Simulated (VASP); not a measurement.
Here is a VASP 6.6.1 calculation.

The input INCAR:

```
  PREC = Accurate
  ENCUT = 520
  EDIFF = 1E-6
  ISMEAR = 0
  SIGMA = 0.15
  LREAL = False
  LASPH = True
  NELM = 80
  ALGO = Fast
  ISIF = 2
  LWAVE = False
  LCHARG = True
  GGA = PS
  LELF = True
  LVHAR = True
  NBANDS = 12
```

The input KPOINTS:

```
regular mesh
0
Gamma
  26 26 26
```

File POSCAR:

```
Au
1.0
    0.0000000000      2.1031924167      2.1031924167
    2.1031924167      0.0000000000      2.1031924167
    2.1031924167      2.1031924167      0.0000000000
Au
1
Direct
    0.0000000000      0.0000000000      0.0000000000
```

Potentials or basis: VASP PAW PBE potentials, release 64 (Au).

Launch:

```sh
$ cat potpaw_PBE.64/Au/POTCAR > POTCAR
$ mpirun -np 1 vasp_std > vasp.out
```

Q: Estimate the band gap on the k mesh.

A: Zero (an odd number of electrons rules out a gap without spin polarisation).

Q: Predict the pressure.

A: -12.2 GPa.

Caveat: the cell differs from its parent crystal (strain +0.030 along x and y, +0.030 along z); the cell stands under tension; the PAW data sets were made with another functional, which shifts forces and pressure a little; spin-orbit coupling is left out, which moves the levels of the heavy elements.
